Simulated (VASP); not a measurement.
# LiH (I4/mmm) in VASP: settings compared

LiH is run at these levels: PBE, r2SCAN; tasks: single point.

All numbers are computed with VASP 6.6.1; they aren't measurements. Logs are shortened: lines on timing, memory, paths and dates and some standing lists are left out, and cuts for length are marked.

## 1. The cell of the first run

The structure is tetragonal, space group I4/mmm (No. 139). The conventional cell has a = 2.964 Å, b = 2.964 Å, c = 3.940 Å, α = 90.00°, β = 90.00°, γ = 90.00°. Li (site symmetry 4/mmm) has 6 H at 1.97 to 2.10 Å within 2.6 Å. Within 2.6 Å of H (site symmetry 4/mmm) lie 6 Li at 1.97 to 2.10 Å.

## 2. Single point, PBE (epitaxial xy strain +4.9%)

INCAR reads:

```
PREC     = Accurate       # precision mode
ENCUT    = 520            # plane-wave cutoff, eV
EDIFF    = 1E-6           # SCF threshold, eV
ISMEAR   = -1             # smearing method
SIGMA    = 0.02           # smearing width, eV
LREAL    = F              # projectors in reciprocal space
LASPH    = T              # aspherical terms in the spheres
NELM     = 60             # most SCF steps
ALGO     = Normal         # electronic algorithm
ISIF     = 2              # what is computed and relaxed
LWAVE    = F              # write WAVECAR
LCHARG   = F              # write CHGCAR
GGA      = PE             # functional
NBANDS   = 9              # bands
```

KPOINTS reads:

```
Automatic mesh
0
Gamma
  10 10 10
```

POSCAR reads:

```
LiH
1.0
    0.0000000000      2.0955984635      1.9701864756
    2.0955984635      0.0000000000      1.9701864756
    2.0955984635      2.0955984635      0.0000000000
Li H
1 1
Direct
    0.0000000000      0.0000000000      0.0000000000
    0.5000000000      0.5000000000      0.5000000000
```

Potentials or basis: VASP PAW PBE potentials, release 64 (Li_sv, H).

The run is started by

```bash
$ cat potpaw_PBE.64/Li_sv/POTCAR potpaw_PBE.64/H/POTCAR > POTCAR
$ mpirun -np 1 vasp_std > vasp.out
```

OUTCAR:

```text
PREC = Accurate
   ENCUT = 520
   EDIFF = 1E-6
   ISMEAR = -1
   LREAL = F
   LASPH = T
   NELM = 60
   ISIF = 2
   GGA = PE

 ion  position               nearest neighbor table
   1  0.000  0.000  0.000-
   2  0.500  0.500  0.500-

  LATTYP: Found a body centered tetragonal cell.
 ALAT       =     2.9636237684
 C/A-ratio  =     1.3295793458

  Lattice vectors:

 A1 = (   0.0000000000,  -2.0955984635,  -1.9701864756)
 A2 = (   0.0000000000,   2.0955984635,  -1.9701864756)
 A3 = (   2.0955984635,   0.0000000000,   1.9701864756)

Analysis of symmetry for initial positions (statically):
=====================================================================
 Subroutine PRICEL returns:
 Original cell was already a primitive cell.

 Routine SETGRP: Setting up the symmetry group for a
 body centered tetragonal supercell.

 Subroutine GETGRP returns: Found 16 space group operations
 (whereof 16 operations were pure point group operations)
 out of a pool of 16 trial point group operations.

The static configuration has the point symmetry D_4h.

Analysis of symmetry for dynamics (positions and initial velocities):
=====================================================================
 Subroutine PRICEL returns:
 Original cell was already a primitive cell.

 Routine SETGRP: Setting up the symmetry group for a
 body centered tetragonal supercell.

 Subroutine GETGRP returns: Found 16 space group operations
 (whereof 16 operations were pure point group operations)
 out of a pool of 16 trial point group operations.

The dynamic configuration has the point symmetry D_4h.

 Subroutine INISYM returns: Found 16 space group operations
 (whereof 16 operations are pure point group operations),
 and found     1 'primitive' translations

----------------------------------------------------------------------------------------

                                     Primitive cell

  volume of cell :      17.3043

  direct lattice vectors                    reciprocal lattice vectors
     0.000000000  2.095598464  1.970186476    -0.238595327  0.238595327  0.253783084
     2.095598464  0.000000000  1.970186476     0.238595327 -0.238595327  0.253783084
     2.095598464  2.095598464  0.000000000     0.238595327  0.238595327 -0.253783084

  length of vectors
     2.876311469  2.876311469  2.963623768     0.422210035  0.422210035  0.422210035

  position of ions in fractional coordinates (direct lattice)
[... 78 lines left out ...]
   NELM   =     60;   NELMIN=  2; NELMDL= -5     # of ELM steps
   EDIFF  = 0.1E-05   stopping-criterion for ELM
   LREAL  =      F    real-space projection
   EDIFFG = 0.1E-04   stopping-criterion for IOM
   NSW    =      0    number of steps for IOM
   IBRION =     -1    ionic relax: 0-MD 1-quasi-New 2-CG
   NFREE  =      0    steps in history (QN), initial steepest desc. (CG)
   ISIF   =      2    stress and relaxation
   ISYM   =      2    0-nonsym 1-usesym 2-fastsym
   POTIM  = 0.5000    time-step for ionic-motion
   TEBEG  =    0.0;   TEEND  =   0.0 temperature during run
   PSTRESS=    0.0 pullay stress
   NELECT =       4.0000    total number of electrons
   NUPDOWN=      -1.0000    fix difference up-down
   EMIN   =  10.00;   EMAX   =-10.00  energy-range for DOS
   EFERMI =   0.00;   METHOD = LEGACY
   ISMEAR =    -1;   SIGMA  =   0.02  broadening in eV -4-tet -1-fermi 0-gaus
   EFERMI_NEDOS =   21; number of points for ismear=-14 and -15
   IALGO  =     38    algorithm
   IMIX   =      4    mixing-type and parameters
     AMIX     =   0.40;   BMIX     =  1.00
     AMIX_MAG =   1.60;   BMIX_MAG =  1.00
  volume/ion in A,a.u.               =       8.65        58.39
  Fermi-wavevector in a.u.,A,eV,Ry     =   1.004717  1.898639 13.734481  1.009456
  Thomas-Fermi vector in A             =   2.137350
   LORBIT       =      0    0 simple, 1 ext, 2 COOP (PROOUT), +10 PAW based schemes
   GGA     = PE    functional components
   LHFCALC =     F    Hartree Fock is set to
   AEXX    =    0.0000 exact exchange contribution
   IVDW    =     0    specifies the selected vdW correction
   LEPSILON=     F    determine dielectric tensor
   LRPA    =     F    only Hartree local field effects (RPA)
 non-spin polarized calculation
  energy-cutoff  :      520.00
  volume of cell :       17.30
 maximum number of plane-waves:       487
 NGX is ok and might be reduce to    24
   NGX = 11   NGY = 11   NGZ = 11

 number of electron       4.0000006 magnetization

 Free energy of the ion-electron system (eV)
  ---------------------------------------------------
  ext. energy  EPLUGINS =         0.00000000
  ---------------------------------------------------
  free energy    TOTEN  =        -6.11014417 eV

  energy without entropy =       -6.11014417  energy(sigma->0) =       -6.11014417

 E-fermi :   0.5432     XC(G=0):  -8.2781

 val. band max:        0.0587655715   @ k =   0.5000   0.5000   0.0000
 cond. band min:       2.5402578852   @ k =   0.5000   0.0000   0.5000
 fundamental gap:      2.4814923137
 Fermi energy:         0.5432492249

 k-point     1 :       0.0000    0.0000    0.0000
  band No.  band energies     occupation
      1     -44.5960      2.00000
      2      -5.3920      2.00000
      3      14.8770      0.00000
      4      16.6192      0.00000
      5      17.1394      0.00000
      6      17.1394      0.00000
      7      21.4633      0.00000
      8      21.4633      0.00000
      9      21.7935      0.00000
[... 265 lines left out ...]
 k-point    24 :       0.4000    0.3000    0.0000
  band No.  band energies     occupation
      1     -44.5551      2.00000
      2      -2.2345      2.00000
      3       6.8124      0.00000
      4       9.5910      0.00000
      5      10.6252      0.00000
      6      14.9167      0.00000
      7      16.1710      0.00000
      8      27.7866      0.00000
      9      28.1542      0.00000

 [... further k-points ...]
[... 5 lines left out ...]
  --------------------------------------------------------------------------------------
  -------------------------------------------------------------------------------------
  Total       -0.3777415     -0.3777415     -0.0047985      0.0000000     -0.0000000      0.0000000
  in kB      -34.9745197    -34.9745197     -0.4442901      0.0000000     -0.0000000      0.0000000
  external PRESSURE =     -23.4644432 kB  Pullay stress =       0.0000000 kB

 VOLUME and BASIS-vectors are now :
 -----------------------------------------------------------------------------
  energy-cutoff  :      520.00
  volume of cell :       17.30
      direct lattice vectors                 reciprocal lattice vectors
     0.000000000  2.095598464  1.970186476    -0.238595327  0.238595327  0.253783084
     2.095598464  0.000000000  1.970186476     0.238595327 -0.238595327  0.253783084
     2.095598464  2.095598464  0.000000000     0.238595327  0.238595327 -0.253783084

 POSITION                                       TOTAL-FORCE (eV/Angst)
 -----------------------------------------------------------------------------------
      0.00000      0.00000      0.00000         0.000000     -0.000000      0.000000
      2.09560      2.09560      1.97019        -0.000000      0.000000      0.000000
 -----------------------------------------------------------------------------------
    total drift:                                0.000000     -0.000000     -0.000000

  FREE ENERGIE OF THE ION-ELECTRON SYSTEM (eV)
  ---------------------------------------------------
  free  energy   TOTEN  =        -6.1101441742 eV

  energy  without entropy=       -6.1101441742  energy(sigma->0) =       -6.11014417
```

stdout:

```text
POSCAR found type information on POSCAR LiH
 POSCAR found :  2 types and       2 ions
 scaLAPACK will be used
 LDA part: xc-table for (Slater+PW92), standard interpolation
 POSCAR, INCAR and KPOINTS ok, starting setup
 FFT: planning ... GRIDC
 FFT: planning ... GRID_SOFT
 FFT: planning ... GRID
 WAVECAR not read
 entering main loop
```

Wall time 4.8 s (1 thread of Intel Xeon 6975P-C (Granite Rapids), shared host); peak memory 0.13 GiB.

Results:

```yaml
Free_energy: -6.1101 eV
Band_gap_on_the_k_mesh: 2.48 eV, indirect (least direct gap 2.92 eV)
```

Caveat: the cell differs from its parent crystal (epitaxial xy strain +4.9%); the cutoff is under 1.25 times the usual one of these potentials, so pressure, stress and relaxed cells hold a basis-set (Pulay) error.

## 3. Single point, r2SCAN (epitaxial xy strain +4.9%)

POSCAR is that of step 2.

INCAR.step1 reads:

```
SYSTEM = LiH
ALGO = Normal ; EDIFF = 1E-4
ENCUT = 520 ; GGA = PE
ISMEAR = 0 ; LASPH = .True.
LCHARG = .False. ; LREAL = .False.
LWAVE = .True. ; NBANDS = 9
NELM = 60 ; PREC = Accurate
SIGMA = 0.01
```

INCAR.step2 reads:

```
SYSTEM = LiH
ALGO = Normal ; EDIFF = 1E-7
ENCUT = 520 ; ISIF = 2
ISMEAR = 0 ; ISTART = 1
LASPH = .True. ; LCHARG = .False.
LMIXTAU = .True. ; LREAL = .False.
LWAVE = .False. ; METAGGA = R2SCAN
NBANDS = 9 ; NELM = 60
PREC = Accurate ; SIGMA = 0.01
```

KPOINTS reads:

```
k-points
0
Gamma
  10 10 10
  0 0 0
```

Potentials or basis: VASP PAW PBE potentials, release 64 (Li_sv, H).

The run is started by

```bash
$ cat potpaw_PBE.64/Li_sv/POTCAR potpaw_PBE.64/H/POTCAR > POTCAR
$ cp INCAR.step1 INCAR
$ mpirun -np 1 vasp_std > vasp.out
$ cp INCAR.step2 INCAR
$ mpirun -np 1 vasp_std > vasp.out
```

Wall time 25 s (1 thread of Intel Xeon 6975P-C (Granite Rapids), shared host); peak memory 0.14 GiB.

Results (log left out):

- Free energy: -6.7986 eV
- Band gap on the k mesh: 3.07 eV, indirect (least direct gap 3.50 eV)

Levels at points of the mesh, in eV from the valence-band top:
| k point | band 1 | band 2 | band 3 | band 4 | band 5 | band 6 | band 7 |
| --- | --- | --- | --- | --- | --- | --- | --- |
| (0.00, 0.00, 0.00) | -46.09 | -5.46 | 16.29 | 17.97 | 18.56 | 18.57 | 22.59 |
| (0.50, 0.00, 0.00) | -46.05 | -2.73 | 5.21 | 13.84 | 16.57 | 18.05 | 18.14 |
| (0.50, 0.50, 0.00) | -46.04 | 0.00 | 3.91 | 10.42 | 10.43 | 13.69 | 17.59 |
| (0.50, 0.00, 0.50) | -46.05 | -0.44 | 3.07 | 11.18 | 11.72 | 14.66 | 17.97 |

Caveat: the cell differs from its parent crystal (epitaxial xy strain +4.9%); the cutoff is under 1.25 times the usual one of these potentials, so pressure, stress and relaxed cells hold a basis-set (Pulay) error; the PAW data sets were made with another functional, which shifts forces and pressure a little.
